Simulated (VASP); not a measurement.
Input of a VASP 6.6.1 run:

Contents of INCAR:

```
SYSTEM = Re
ALGO     = Normal         ! electronic algorithm
EDIFF    = 1E-7           ! SCF threshold, eV
ENCUT    = 520            ! plane-wave cutoff, eV
GGA      = PE             ! functional
ISIF     = 2              ! what is computed and relaxed
ISMEAR   = 0              ! smearing method
LASPH    = .TRUE.         ! aspherical terms in the spheres
LCHARG   = .FALSE.        ! write CHGCAR
LREAL    = .FALSE.        ! projectors in reciprocal space
LWAVE    = .FALSE.        ! write WAVECAR
NBANDS   = 10             ! bands
NELM     = 80             ! most SCF steps
PREC     = Accurate       ! precision mode
SIGMA    = 0.15           ! smearing width, eV
```

Contents of KPOINTS:

```
k-points
0
G
  10 10 10
  0 0 0
```

File POSCAR:

```
Re
1.0
    0.0000000000      2.1465821088      1.5762352425
    2.1465821088      0.0000000000      1.5762352425
    2.1465821088      2.1465821088      0.0000000000
Re
1
Direct
    0.0000000000      0.0000000000      0.0000000000
```

Potentials or basis: VASP PAW PBE potentials, release 64 (Re).

Command:

```bash
$ cat potpaw_PBE.64/Re/POTCAR > POTCAR
$ mpirun -np 1 vasp_std > vasp.out
```

Predict the pressure.

14.4 GPa.

Stress tensor (GPa, compression positive):
```
14.74  0.00  0.00
 0.00 14.74  0.00
 0.00  0.00 13.76
```
